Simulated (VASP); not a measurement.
A run of VASP 6.6.1:

INCAR

```
  ALGO = Normal
  EDIFF = 1E-6
  ENCUT = 600
  GGA = PE
  GGA_COMPAT = False
  ISIF = 2
  ISMEAR = 0
  LASPH = True
  LCHARG = False
  LREAL = False
  LWAVE = False
  NBANDS = 33
  NELM = 120
  PREC = Accurate
  SIGMA = 0.02
```

The input KPOINTS:

```
k-points
0
Gamma
  10 10 10
```

File POSCAR:

```
TiO2
1.0
   -1.8994821030      1.8994821030      4.8502670077
    1.8994821030     -1.8994821030      4.8502670077
    1.8994821030      1.8994821030     -4.8502670077
Ti O
2 4
Direct
    0.0000000000      0.0000000000      0.0000000000
    0.7500000000      0.2500000000      0.5000000000
    0.2064519537      0.2064519537      0.0000000000
    0.9564519537      0.4564519537      0.5000000000
    0.5435480463      0.0435480463      0.5000000000
    0.7935480463      0.7935480463      0.0000000000
```

Potentials or basis: VASP PAW PBE potentials, release 64 (Ti_sv, O).

Command:

```sh
$ cat potpaw_PBE.64/Ti_sv/POTCAR potpaw_PBE.64/O/POTCAR > POTCAR
$ mpirun -np 1 vasp_std > vasp.out
```

Hardware: 1 thread of Oxide Virtual Turin-like Processor (shared host).

Q: Estimate the wall time of this run.

A: Run time: 14 min on 1 thread of Oxide Virtual Turin-like Processor (shared host), peak memory 0.43 GiB. Counts: scf iterations 16, k points 102.
